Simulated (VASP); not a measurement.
# SiC (P6_3mc) in VASP: further runs, part 2 of 2

VASP 6.6.1. The steps go on from the part before.

## (4) Single point, revPBE

File POSCAR:

```
SiC
1.0
    3.0760000000      0.0000000000      0.0000000000
   -1.5380000000      2.6638941420      0.0000000000
    0.0000000000      0.0000000000      5.0480000000
Si C
2 2
Direct
    0.6666666667      0.3333333333      0.5000000000
    0.3333333333      0.6666666667      0.0000000000
    0.6666666667      0.3333333333      0.8850000000
    0.3333333333      0.6666666667      0.3850000000
```

File INCAR.step1:

```
SYSTEM = SiC
ALGO     = Normal         ! electronic algorithm
EDIFF    = 1E-6           ! SCF threshold, eV
ENCUT    = 520            ! plane-wave cutoff, eV
GGA      = RE             ! functional
ISIF     = 2              ! what is computed and relaxed
ISMEAR   = -1             ! smearing method
LASPH    = .True.         ! aspherical terms in the spheres
LCHARG   = .True.         ! write CHGCAR
LREAL    = .False.        ! projectors in reciprocal space
LWAVE    = .False.        ! write WAVECAR
NBANDS   = 16             ! bands
NELM     = 60             ! most SCF steps
PREC     = Accurate       ! precision mode
SIGMA    = 0.05           ! smearing width, eV
```

File KPOINTS.step1:

```
k-points
0
Gamma
  6 6 3
  0 0 0
```

File INCAR.step2:

```
SYSTEM = SiC
ALGO     = Normal         ! electronic algorithm
EDIFF    = 1E-6           ! SCF threshold, eV
ENCUT    = 520            ! plane-wave cutoff, eV
GGA      = RE             ! functional
ICHARG   = 11             ! starting density
ISIF     = 2              ! what is computed and relaxed
ISMEAR   = -5             ! smearing method
LASPH    = .True.         ! aspherical terms in the spheres
LCHARG   = .False.        ! write CHGCAR
LORBIT   = 10             ! projections on sites
LREAL    = .False.        ! projectors in reciprocal space
LWAVE    = .False.        ! write WAVECAR
NEDOS    = 1001           ! points of the DOS
NELM     = 60             ! most SCF steps
PREC     = Accurate       ! precision mode
SIGMA    = 0.05           ! smearing width, eV
```

File KPOINTS.step2:

```
k-points
0
Gamma
  9 9 5
  0 0 0
```

Potentials or basis: VASP PAW PBE potentials, release 64 (Si, C).

Launch:

```bash
$ cat potpaw_PBE.64/Si/POTCAR potpaw_PBE.64/C/POTCAR > POTCAR
$ cp INCAR.step1 INCAR
$ cp KPOINTS.step1 KPOINTS
$ mpirun -np 1 vasp_std > vasp.out
$ cp INCAR.step2 INCAR
$ cp KPOINTS.step2 KPOINTS
$ mpirun -np 1 vasp_std > vasp.out
```

OUTCAR:

```text
SYSTEM = SiC
   EDIFF = 1E-6
   ENCUT = 520
   GGA = RE
   ICHARG = 11
   ISIF = 2
   ISMEAR = -5
   LASPH = .True.
   LORBIT = 10
   LREAL = .False.
   NELM = 60
   PREC = Accurate

 ion  position               nearest neighbor table
   1  0.667  0.333  0.500-   4 1.87   4 1.87   4 1.87   3 1.94   2 3.09   2 3.09   2 3.09   2 3.09
                             2 3.09   2 3.09
   2  0.333  0.667  0.000-   3 1.87   3 1.87   3 1.87   4 1.94   1 3.09   1 3.09   1 3.09   1 3.09
                             1 3.09   1 3.09
   3  0.667  0.333  0.885-   2 1.87   2 1.87   2 1.87   1 1.94
   4  0.333  0.667  0.385-   1 1.87   1 1.87   1 1.87   2 1.94

  LATTYP: Found a hexagonal cell.
 ALAT       =     3.0760000000
 C/A-ratio  =     1.6410923277

  Lattice vectors:

 A1 = (   3.0760000000,   0.0000000000,   0.0000000000)
 A2 = (  -1.5380000000,   2.6638941420,   0.0000000000)
 A3 = (   0.0000000000,   0.0000000000,   5.0480000000)

Analysis of symmetry for initial positions (statically):
=====================================================================
 Subroutine PRICEL returns:
 Original cell was already a primitive cell.

 Routine SETGRP: Setting up the symmetry group for a
 hexagonal supercell.

 Subroutine GETGRP returns: Found 12 space group operations
 (whereof  6 operations were pure point group operations)
 out of a pool of 24 trial point group operations.

The static configuration has the point symmetry C_3v.
 The point group associated with its full space group is C_6v.

Analysis of symmetry for dynamics (positions and initial velocities):
=====================================================================
 Subroutine PRICEL returns:
 Original cell was already a primitive cell.

 Routine SETGRP: Setting up the symmetry group for a
 hexagonal supercell.

 Subroutine GETGRP returns: Found 12 space group operations
 (whereof  6 operations were pure point group operations)
 out of a pool of 24 trial point group operations.

The dynamic configuration has the point symmetry C_3v.
[... 142 lines left out ...]
 NGX is ok and might be reduce to    24

 number of electron      16.0000000 magnetization

 Free energy of the ion-electron system (eV)
  ---------------------------------------------------
  ext. energy  EPLUGINS =         0.00000000
  ---------------------------------------------------
  free energy    TOTEN  =       -28.83620226 eV

  energy without entropy =      -28.83620226  energy(sigma->0) =      -28.83620226

 E-fermi :   8.4882     XC(G=0): -11.2994

 val. band max:        8.4837669671   @ k =   0.0000   0.0000   0.0000
 cond. band min:      10.8274770257   @ k =   0.3333   0.3333   0.0000
 fundamental gap:      2.3437100586
 Fermi energy:         8.4882315278

 k-point     1 :       0.0000    0.0000    0.0000
  band No.  band energies     occupation
      1      -7.2594      2.00000
      2      -3.7695      2.00000
      3      -0.2017      2.00000
      4       6.9292      2.00000
      5       6.9292      2.00000
      6       8.2079      2.00000
      7       8.2079      2.00000
      8       8.4838      2.00000
      9      13.1327      0.00000
     10      14.5275      0.00000
     11      15.0148      0.00000
     12      15.0148      0.00000
[... 331 lines left out ...]
 k-point    24 :       0.3333    0.3333    0.2000
  band No.  band energies     occupation
      1      -2.6764      2.00000
      2      -2.6764      2.00000
      3       1.3776      2.00000
      4       1.3776      2.00000
      5       1.7411      2.00000
      6       3.9341      2.00000
      7       5.3075      2.00000
      8       5.3075      2.00000
      9      11.6170      0.00000
     10      15.3633      0.00000
     11      15.3633      0.00000
     12      16.3208      0.00000

 [... further k-points ...]
[... 5 lines left out ...]
  --------------------------------------------------------------------------------------
  -------------------------------------------------------------------------------------
  Total        1.8848713      1.8848713      0.5584333      0.0000000      0.0000000      0.0000000
  in kB       73.0078644     73.0078644     21.6301349      0.0000000      0.0000000      0.0000000
  external PRESSURE =      55.8819546 kB  Pullay stress =       0.0000000 kB

 VOLUME and BASIS-vectors are now :
 -----------------------------------------------------------------------------
  energy-cutoff  :      520.00
  volume of cell :       41.36
      direct lattice vectors                 reciprocal lattice vectors
     3.076000000  0.000000000  0.000000000     0.325097529  0.187695146  0.000000000
    -1.538000000  2.663894142  0.000000000     0.000000000  0.375390292  0.000000000
     0.000000000  0.000000000  5.048000000     0.000000000  0.000000000  0.198098257

 POSITION                                       TOTAL-FORCE (eV/Angst)
 -----------------------------------------------------------------------------------
      1.53800      0.88796      2.52400        -0.000000      0.000000      0.757630
     -0.00000      1.77593      0.00000        -0.000000     -0.000000      0.757630
      1.53800      0.88796      4.46748        -0.000000      0.000000     -0.757630
     -0.00000      1.77593      1.94348         0.000000     -0.000000     -0.757630
 -----------------------------------------------------------------------------------
    total drift:                                0.000000      0.000000      0.001405

  FREE ENERGIE OF THE ION-ELECTRON SYSTEM (eV)
  ---------------------------------------------------
  free  energy   TOTEN  =       -28.8362022571 eV

  energy  without entropy=      -28.8362022571  energy(sigma->0) =      -28.83620226

 total charge

# of ion       s       p       d       tot
------------------------------------------
    1        0.710   0.968   0.000   1.677
    2        0.710   0.968   0.000   1.677
    3        0.843   1.711   0.000   2.554
    4        0.843   1.711   0.000   2.554
--------------------------------------------------
tot          3.106   5.356   0.000   8.462
```

Wall time 25 s (1 thread of Intel Xeon 8259CL, shared host); peak memory 0.15 GiB.

Results:

```yaml
Valence_electrons_inside_the_program's_atomic_spheres: Si 1.68; C 2.55
```

Caveat: the PAW data sets were made with another functional, which shifts forces and pressure a little.

## (5) Equation of state, PBE

File POSCAR.step1:

```
SiC
1.0
    2.9808042853      0.0000000000      0.0000000000
   -1.4904021426      2.5814522347      0.0000000000
    0.0000000000      0.0000000000      4.8917750429
Si C
2 2
Direct
    0.6666666667      0.3333333333      0.5000000000
    0.3333333333      0.6666666667      0.0000000000
    0.6666666667      0.3333333333      0.8850000000
    0.3333333333      0.6666666667      0.3850000000
```

File POSCAR.step2:

```
SiC
1.0
    3.0132068704      0.0000000000      0.0000000000
   -1.5066034352      2.6095136966      0.0000000000
    0.0000000000      0.0000000000      4.9449506768
Si C
2 2
Direct
    0.6666666667      0.3333333333      0.5000000000
    0.3333333333      0.6666666667      0.0000000000
    0.6666666667      0.3333333333      0.8850000000
    0.3333333333      0.6666666667      0.3850000000
```

File POSCAR.step3:

```
SiC
1.0
    3.0449271685      0.0000000000      0.0000000000
   -1.5224635842      2.6369842805      0.0000000000
    0.0000000000      0.0000000000      4.9970066146
Si C
2 2
Direct
    0.6666666667      0.3333333333      0.5000000000
    0.3333333333      0.6666666667      0.0000000000
    0.6666666667      0.3333333333      0.8850000000
    0.3333333333      0.6666666667      0.3850000000
```

File POSCAR.step4:

```
SiC
1.0
    3.0760000000      0.0000000000      0.0000000000
   -1.5380000000      2.6638941420      0.0000000000
    0.0000000000      0.0000000000      5.0480000000
Si C
2 2
Direct
    0.6666666667      0.3333333333      0.5000000000
    0.3333333333      0.6666666667      0.0000000000
    0.6666666667      0.3333333333      0.8850000000
    0.3333333333      0.6666666667      0.3850000000
```

File POSCAR.step5:

```
SiC
1.0
    3.1064574263      0.0000000000      0.0000000000
   -1.5532287132      2.6902710469      0.0000000000
    0.0000000000      0.0000000000      5.0979834487
Si C
2 2
Direct
    0.6666666667      0.3333333333      0.5000000000
    0.3333333333      0.6666666667      0.0000000000
    0.6666666667      0.3333333333      0.8850000000
    0.3333333333      0.6666666667      0.3850000000
```

File POSCAR.step6:

```
SiC
1.0
    3.1363290418      0.0000000000      0.0000000000
   -1.5681645209      2.7161406248      0.0000000000
    0.0000000000      0.0000000000      5.1470055276
Si C
2 2
Direct
    0.6666666667      0.3333333333      0.5000000000
    0.3333333333      0.6666666667      0.0000000000
    0.6666666667      0.3333333333      0.8850000000
    0.3333333333      0.6666666667      0.3850000000
```

File POSCAR.step7:

```
SiC
1.0
    3.1656422272      0.0000000000      0.0000000000
   -1.5828211136      2.7415265880      0.0000000000
    0.0000000000      0.0000000000      5.1951111713
Si C
2 2
Direct
    0.6666666667      0.3333333333      0.5000000000
    0.3333333333      0.6666666667      0.0000000000
    0.6666666667      0.3333333333      0.8850000000
    0.3333333333      0.6666666667      0.3850000000
```

File INCAR:

```
SYSTEM = SiC
ALGO = Normal
EDIFF = 1E-7
EFERMI = MIDGAP
ENCUT = 660
GGA = PE
GGA_COMPAT = .FALSE.
ISIF = 2
ISMEAR = 0
LASPH = .TRUE.
LCHARG = .FALSE.
LREAL = .FALSE.
LWAVE = .FALSE.
NELM = 120
NSW = 0
PREC = Accurate
SIGMA = 0.03
```

File KPOINTS:

```
k-points
0
Gamma
  8 8 5
```

Potentials or basis: VASP PAW PBE potentials, release 64 (Si_GW, C_GW).

Launch:

```bash
$ cat potpaw_PBE.64/Si_GW/POTCAR potpaw_PBE.64/C_GW/POTCAR > POTCAR
$ cp POSCAR.step1 POSCAR
$ mpirun -np 1 vasp_std > vasp.out
$ cp POSCAR.step2 POSCAR
$ mpirun -np 1 vasp_std > vasp.out
$ cp POSCAR.step3 POSCAR
$ mpirun -np 1 vasp_std > vasp.out
$ cp POSCAR.step4 POSCAR
$ mpirun -np 1 vasp_std > vasp.out
$ cp POSCAR.step5 POSCAR
$ mpirun -np 1 vasp_std > vasp.out
$ cp POSCAR.step6 POSCAR
$ mpirun -np 1 vasp_std > vasp.out
$ cp POSCAR.step7 POSCAR
$ mpirun -np 1 vasp_std > vasp.out
```

Run time: 98 s. Hardware: 1 thread of AMD EPYC 9R45 (Zen 5), shared host; peak memory 0.17 GiB.

It converged, with:

```yaml
Equilibrium_volume: 10.52 Å³/atom
Bulk_modulus_at_fixed_shape_and_positions: 213 GPa
Pressure_derivative_of_the_bulk_modulus: 3.9
```

Energy against volume, from the lowest point:
```csv
volume (Å³/atom),energy (meV/atom)
9.410,92.75
9.721,45.24
10.031,15.50
10.341,1.11
10.651,0.00
10.961,10.36
11.272,30.63
```

Caveat: the cell was scaled at fixed shape and fractional positions, which overstates the stiffness of a crystal with free parameters, most of all of layers and chains.
